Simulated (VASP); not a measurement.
# Fe (Im-3m) in VASP: a series of runs, part 2 of 2

VASP 6.6.1. Earlier steps stand in the parts before.

### 5 Single point, PBE, collinear spin, ferromagnetic start

The input, INCAR:

```
SYSTEM = Fe
  PREC = Accurate
  ENCUT = 520
  EDIFF = 1E-6
  ISMEAR = -1
  SIGMA = 0.05
  LREAL = .FALSE.
  LASPH = .TRUE.
  NELM = 150
  ALGO = Normal
  ISIF = 2
  LWAVE = .FALSE.
  LCHARG = .TRUE.
  ISPIN = 2
  MAGMOM = 3
  LORBIT = 11
  LMAXMIX = 4
  GGA = PE
  LELF = .TRUE.
  LVHAR = .TRUE.
  NBANDS = 14
```

The input, KPOINTS:

```
Automatic mesh
0
G
  13 13 13
  0 0 0
```

The input, POSCAR:

```
Fe
1.0
   -1.4430000000      1.4430000000      1.4430000000
    1.4430000000     -1.4430000000      1.4430000000
    1.4430000000      1.4430000000     -1.4430000000
Fe
1
Direct
    0.0000000000      0.0000000000      0.0000000000
```

Potentials or basis: VASP PAW PBE potentials, release 64 (Fe).

Run with:

```bash
> cat potpaw_PBE.64/Fe/POTCAR > POTCAR
> mpirun -np 1 vasp_std > vasp.out
```

OUTCAR:

```text
SYSTEM = Fe
   PREC = Accurate
   ENCUT = 520
   EDIFF = 1E-6
   ISMEAR = -1
   LREAL = .FALSE.
   LASPH = .TRUE.
   NELM = 150
   ISIF = 2
   ISPIN = 2
   LORBIT = 11
   GGA = PE

 ion  position               nearest neighbor table
   1  0.000  0.000  0.000-

  LATTYP: Found a body centered cubic cell.
 ALAT       =     2.8860000000

  Lattice vectors:

 A1 = (  -1.4430000000,   1.4430000000,   1.4430000000)
 A2 = (   1.4430000000,  -1.4430000000,   1.4430000000)
 A3 = (   1.4430000000,   1.4430000000,  -1.4430000000)

Analysis of symmetry for initial positions (statically):
=====================================================================
 Subroutine PRICEL returns:
 Original cell was already a primitive cell.

 Routine SETGRP: Setting up the symmetry group for a
 body centered cubic supercell.

 Subroutine GETGRP returns: Found 48 space group operations
 (whereof 48 operations were pure point group operations)
 out of a pool of 48 trial point group operations.

The static configuration has the point symmetry O_h .

Analysis of symmetry for dynamics (positions and initial velocities):
=====================================================================
 Subroutine PRICEL returns:
 Original cell was already a primitive cell.

 Routine SETGRP: Setting up the symmetry group for a
 body centered cubic supercell.

 Subroutine GETGRP returns: Found 48 space group operations
 (whereof 48 operations were pure point group operations)
 out of a pool of 48 trial point group operations.

The dynamic configuration has the point symmetry O_h .

Analysis of structural, dynamic, and magnetic symmetry:
=====================================================================
 Subroutine PRICEL returns:
 Original cell was already a primitive cell.

 Routine SETGRP: Setting up the symmetry group for a
 body centered cubic supercell.

 Subroutine GETGRP returns: Found 48 space group operations
 (whereof 48 operations were pure point group operations)
 out of a pool of 48 trial point group operations.

The overall configuration has the point symmetry O_h .

[... 160 lines left out ...]
      7      29.7415      0.00000
      8      29.7415      0.00000
      9      29.7415      0.00000
     10      34.4737      0.00000
     11      34.4737      0.00000
     12      36.4566      0.00000
     13      36.4568      0.00000
     14      36.4710      0.00000
[... 379 lines left out ...]
      3       2.6624      1.00000
      4       4.1141      1.00000
      5       4.2499      1.00000
      6       5.2994      0.19730
      7      18.1223      0.00000
      8      22.1762      0.00000
      9      23.7809      0.00000
     10      31.3083      0.00000
     11      34.9984      0.00000
     12      37.2924      0.00000
     13      39.1220      0.00000
     14      42.3675      0.00000

 [... further k-points ...]

 spin component 2

 k-point     1 :       0.0000    0.0000    0.0000
  band No.  band energies     occupation
      1      -2.6913      1.00000
      2       5.0624      0.96567
      3       5.0625      0.96559
      4       5.0625      0.96558
      5       6.9784      0.00000
      6       6.9786      0.00000
      7      29.4453      0.00000
      8      29.4453      0.00000
      9      29.4453      0.00000
     10      34.6222      0.00000
     11      34.6222      0.00000
     12      37.1203      0.00000
     13      37.1203      0.00000
     14      37.1217      0.00000
[... 379 lines left out ...]
      3       4.3328      1.00000
      4       6.7943      0.00000
      5       7.0929      0.00000
      6       7.3700      0.00000
      7      18.8644      0.00000
      8      22.5418      0.00000
      9      24.4827      0.00000
     10      31.3074      0.00000
     11      35.5553      0.00000
     12      37.5216      0.00000
     13      39.4053      0.00000
     14      42.8469      0.00000

 [... further k-points ...]

------------------------ aborting loop because EDIFF is reached ----------------------------------------

  FORCE on cell =-STRESS in cart. coord.  units (eV):
  Direction    XX          YY          ZZ          XY          YZ          ZX
  --------------------------------------------------------------------------------------
  -------------------------------------------------------------------------------------
  Total       -0.6852396     -0.6852396     -0.6852396     -0.0000000      0.0000000     -0.0000000
  in kB      -91.3469437    -91.3469437    -91.3469437     -0.0000000      0.0000000     -0.0000000
  external PRESSURE =     -91.3469437 kB  Pullay stress =       0.0000000 kB

 VOLUME and BASIS-vectors are now :
 -----------------------------------------------------------------------------
  energy-cutoff  :      520.00
  volume of cell :       12.02
      direct lattice vectors                 reciprocal lattice vectors
    -1.443000000  1.443000000  1.443000000     0.000000000  0.346500347  0.346500347
     1.443000000 -1.443000000  1.443000000     0.346500347  0.000000000  0.346500347
     1.443000000  1.443000000 -1.443000000     0.346500347  0.346500347  0.000000000

 POSITION                                       TOTAL-FORCE (eV/Angst)
 -----------------------------------------------------------------------------------
      0.00000      0.00000      0.00000        -0.000000     -0.000000     -0.000000
 -----------------------------------------------------------------------------------
    total drift:                                0.000000      0.000000      0.000000

  FREE ENERGIE OF THE ION-ELECTRON SYSTEM (eV)
  ---------------------------------------------------
  free  energy   TOTEN  =        -8.2214067718 eV

  energy  without entropy=       -8.2111546265  energy(sigma->0) =       -8.21628070

 total charge

# of ion       s       p       d       tot
------------------------------------------
    1        0.464   0.492   6.201   7.157

 magnetization (x)

# of ion       s       p       d       tot
------------------------------------------
    1       -0.014  -0.058   2.367   2.295
```

stdout:

```text
POSCAR found type information on POSCAR Fe
 POSCAR found :  1 types and       1 ions
 scaLAPACK will be used
 LDA part: xc-table for (Slater+PW92), standard interpolation
 POSCAR, INCAR and KPOINTS ok, starting setup
 FFT: planning ... GRIDC
 FFT: planning ... GRID_SOFT
 FFT: planning ... GRID
 WAVECAR not read
 entering main loop
```

It took 16 s on 1 thread of Intel Xeon 6975P-C (Granite Rapids), shared host; peak memory 0.14 GiB.

Results:

```
Free energy                                           : -8.2214 eV
Pressure                                              : -9.1 GPa
Net moment                                            : 2.29 μB per cell
Site moments                                          : Fe +2.29 μB
Valence electrons inside the program's atomic spheres : Fe 7.16
```

### 6 Summary

```tsv
level	cell	gap on the mesh (eV)	pressure (GPa)	moment (μB)
PBE	a = 2.499 Å, angles 109.5°, 1 atom	none	-9.1	2.29
r2SCAN	a = 2.448 Å, angles 109.5°, 1 atom	none	8.7	2.64
r2SCAN	a = 2.466 Å, angles 109.5°, 1 atom	none	3.9	2.65
```

Alike in all rows: task single point; potentials or basis VASP PAW PBE potentials, release 64 (Fe); spin collinear, ferromagnetic start; k mesh 13 × 13 × 13; cutoff (eV) 520; smearing fermi-dirac 0.05 eV.

Caveats: the PAW data sets were made with another functional, which shifts forces and pressure a little (some runs).

Absolute energies hang on the potentials; compare differences alone.
